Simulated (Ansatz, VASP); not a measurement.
**One calculation of ZnS, two programs**

```
Zn S
1.0
     0.00000    0.00000    3.86215
     6.63017    0.00000    0.00000
     0.00000    6.63017    0.00000
Zn S
4 4
Direct
  0.00000 0.67519 0.67519
  0.50000 0.17519 0.82481
  0.50000 0.82481 0.17519
  0.00000 0.32481 0.32481
  0.50000 0.81429 0.81429
  0.50000 0.18571 0.18571
  0.00000 0.68571 0.31429
  0.00000 0.31429 0.68571
```

Alike in both runs: task single point; functional PBE; k mesh 4 × 2 × 2; occupations gaussian, width 0.1 eV; no spin polarisation.

```csv
,VASP,Ansatz
version,VASP 6.6.1,Ansatz 0.2.0
potentials or method,"VASP PAW PBE potentials, release 64 (Zn, S), cutoff 520 eV","scalar-relativistic, plane waves, PAW"
valence electrons in the cell,72,72
```

|  | VASP | Ansatz | Ansatz less VASP |
| --- | --- | --- | --- |
| gap on the k mesh at the Fermi level (eV) | 2.17 | 2.17 | -0.002 |
| least direct gap on the mesh (eV) | 2.17 | 2.17 | -0.002 |
| pressure (GPa) | 0.1 | 0.0 | -0.14 |
| traceless stress, the component that is largest in VASP (GPa) | 0.15 | 0.13 | -0.013 |
| rms of the force components (eV/Å) | 0.005 | 0.006 | +0.0010 |

Atom by atom the forces differ by 0.001 eV/Å (rms over components). The functional is the same, so the differences come from potentials, cutoffs and numerics.

The k mesh is coarse, so the values compare programs but aren't converged.
